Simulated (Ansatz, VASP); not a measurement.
# Two plane-wave programs on Ba5HfO2

```
Ba Hf O
1.0
     3.92669    0.00000    0.00000
    -1.96335    3.40062    0.00000
     0.00000    0.00000   19.91943
Ba Hf O
5 1 2
Direct
  0.00000 0.00000 0.50000
  0.66667 0.33333 0.34316
  0.33333 0.66667 0.65684
  0.33333 0.66667 0.13764
  0.66667 0.33333 0.86236
  0.00000 0.00000 0.00000
  0.66667 0.33333 0.58601
  0.33333 0.66667 0.41399
```

Alike in both runs: task relaxation of cell and atoms; functional PBE; k mesh 12 × 12 × 2; occupations gaussian, width 0.1 eV; no spin polarisation.

|  | VASP | Ansatz |
| --- | --- | --- |
| version | VASP 6.6.1 | Ansatz 0.2.0 |
| potentials or method | VASP PAW PBE potentials, release 64 (Ba_sv, Hf_pv, O), cutoff 600 eV | scalar-relativistic, plane waves, PAW |
| valence electrons in the cell | 72 | 88 |

|  | VASP | Ansatz | Ansatz less VASP |
| --- | --- | --- | --- |
| gap on the k mesh at the Fermi level, each at its own relaxed structure (eV) | none | none | - |
| relaxed volume (Å³/atom) | 33.83 | 33.24 | -0.589 |
| relaxed length of the cell vector where the two differ most in proportion (Å) | 3.948 | 3.919 | -0.0286 |

A gap of «none» marks a metal or a gap that the smearing closes. VASP's potentials hold 72 valence electrons a cell and Ansatz's 88, so a difference there can come from the potentials and not from the codes.

Neither program's run includes spin-orbit coupling.
